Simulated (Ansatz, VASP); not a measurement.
# W3O in VASP and in Ansatz

The input INCAR:

```
SYSTEM = W3O
ALGO = Normal ; EDIFF = 1E-6
ENCUT = 520 ; GGA = PS
ISIF = 2 ; ISMEAR = 0
LASPH = .TRUE. ; LCHARG = .TRUE.
LELF = .TRUE. ; LREAL = .FALSE.
LVHAR = .TRUE. ; LWAVE = .FALSE.
NBANDS = 58 ; NELM = 80
PREC = Accurate ; SIGMA = 0.15
```

KPOINTS

```
k-points
0
G
  8 8 8
  0 0 0
```

Contents of POSCAR:

```
W3O
1.0
    4.8313496660      0.0000000000      0.0000000000
    0.0000000000      4.8313496660      0.0000000000
    0.0000000000      0.0000000000      4.8313496660
W O
6 2
Direct
    0.5000000000      0.7500000000      0.0000000000
    0.0000000000      0.5000000000      0.7500000000
    0.2500000000      0.0000000000      0.5000000000
    0.5000000000      0.2500000000      0.0000000000
    0.0000000000      0.5000000000      0.2500000000
    0.7500000000      0.0000000000      0.5000000000
    0.5000000000      0.5000000000      0.5000000000
    0.0000000000      0.0000000000      0.0000000000
```

Input for Ansatz:

```yaml
crystal:
  lattice:
    - [4.831349681, 0.0, 0.0]
    - [0.0, 4.831349681, 0.0]
    - [0.0, 0.0, 4.831349681]
  atoms:
    - { symbol: W, position: [0.5, 0.75, 0.0] }
    - { symbol: W, position: [0.0, 0.5, 0.75] }
    - { symbol: W, position: [0.25, 0.0, 0.5] }
    - { symbol: W, position: [0.5, 0.25, 0.0] }
    - { symbol: W, position: [0.0, 0.5, 0.25] }
    - { symbol: W, position: [0.75, 0.0, 0.5] }
    - { symbol: O, position: [0.5, 0.5, 0.5] }
    - { symbol: O, position: [0.0, 0.0, 0.0] }
basis:
  ecutwfc: 420
kpoints:
  mp_grid: { grid: [8, 8, 8] }
hamiltonian:
  xc: pbesol
scf:
  occupations: { method: gaussian, width: 0.15 }
output:
  forces: true
  stress: true
  eigenvalues: true
  write_density: true
  write_potential: true
  elf: true
  volumetric_format: npy
```

Alike in both runs: task single point; functional PBEsol; k mesh 8 × 8 × 8; occupations gaussian, width 0.15 eV; no spin polarisation.

|  | VASP | Ansatz |
| --- | --- | --- |
| version | VASP 6.6.1 | Ansatz 0.2.0 |
| potentials or method | VASP PAW PBE potentials, release 64 (W_sv, O), cutoff 520 eV | scalar-relativistic, plane waves, PAW |
| valence electrons in the cell | 96 | 96 |

```tsv
	VASP	Ansatz	Ansatz less VASP
gap on the k mesh at the Fermi level (eV)	none	none	-
pressure (GPa)	1.0	0.0	-1.04
```

VASP's potentials were made for PBE, not for PBEsol. A gap of «none» marks a metal or a gap that the smearing closes.

Neither program's run includes spin-orbit coupling.
